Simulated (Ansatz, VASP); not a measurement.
BaTiO3: VASP beside Ansatz

```
CELL_PARAMETERS angstrom
4.01141 0.00000 0.00000
0.00000 4.01141 0.00000
0.00000 0.00000 4.01141
ATOMIC_POSITIONS crystal
Ba 0.50000 0.50000 0.50000
Ti 0.00000 0.00000 0.00000
O 0.50000 0.00000 0.00000
O 0.00000 0.50000 0.00000
O 0.00000 0.00000 0.50000
```

Alike in both runs: task single point; functional PBE; k mesh 8 × 8 × 8; occupations gaussian, width 0.02 eV; no spin polarisation.

```csv
,VASP,Ansatz
version,VASP 6.6.1,Ansatz 0.2.0
potentials or method,"VASP PAW PBE potentials, release 64 (Ba_sv, Ti_sv, O), cutoff 520 eV","scalar-relativistic, plane waves, PAW"
valence electrons in the cell,40,40
```

Ansatz gave:

- gap on the k mesh at the Fermi level (eV): 1.80
- least direct gap on the mesh (eV): 1.91
- pressure (GPa): 1.0

Which values does VASP return?

gap on the k mesh at the Fermi level (eV): 1.73; least direct gap on the mesh (eV): 1.88; pressure (GPa): 2.7.

Spin-orbit coupling is off throughout.
